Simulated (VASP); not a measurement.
A run of VASP 6.6.1:

POSCAR

```
MgAl2P2
1.0
    3.6859820000      0.0000000000      0.0000000000
   -1.8429910000      3.1921570000      0.0000000000
    0.0000000000      0.0000000000      6.3492330000
Al P Mg
2 2 1
Direct
    0.3333300000      0.6666700000      0.3773000000
    0.6666700000      0.3333300000      0.6227000000
    0.3333300000      0.6666700000      0.7346000000
    0.6666700000      0.3333300000      0.2654000000
    0.0000000000      0.0000000000      0.0000000000
```

Contents of INCAR.step1:

```
PREC = Accurate ; ENCUT = 520
ISMEAR = -1 ; SIGMA = 0.1
LREAL = False ; LASPH = True
NELM = 80 ; NBANDS = 17
GGA = PE ; ALGO = Normal
EDIFF = 1E-4 ; LWAVE = True
LCHARG = False
```

The input INCAR.step2:

```
PREC = Accurate ; ENCUT = 520
EDIFF = 1E-7 ; ISMEAR = -1
SIGMA = 0.1 ; LREAL = False
LASPH = True ; NELM = 80
ALGO = Normal ; ISIF = 2
LWAVE = False ; LCHARG = False
METAGGA = R2SCAN ; LMIXTAU = True
NBANDS = 17 ; ISTART = 1
```

KPOINTS

```
Automatic mesh
0
Gamma
  11 11 6
```

Potentials or basis: VASP PAW PBE potentials, release 64 (Al, P, Mg).

Command:

```bash
$ cat potpaw_PBE.64/Al/POTCAR potpaw_PBE.64/P/POTCAR potpaw_PBE.64/Mg/POTCAR > POTCAR
$ cp INCAR.step1 INCAR
$ mpirun -np 1 vasp_std > vasp.out
$ cp INCAR.step2 INCAR
$ mpirun -np 1 vasp_std > vasp.out
```

Hardware: 1 thread of Intel Xeon 8259CL (shared host).

Problem. How long does it take, and how much memory?

Solution. It took 14 min on 1 thread of Intel Xeon 8259CL (shared host), peak memory 0.39 GiB. Counts: k points 204.
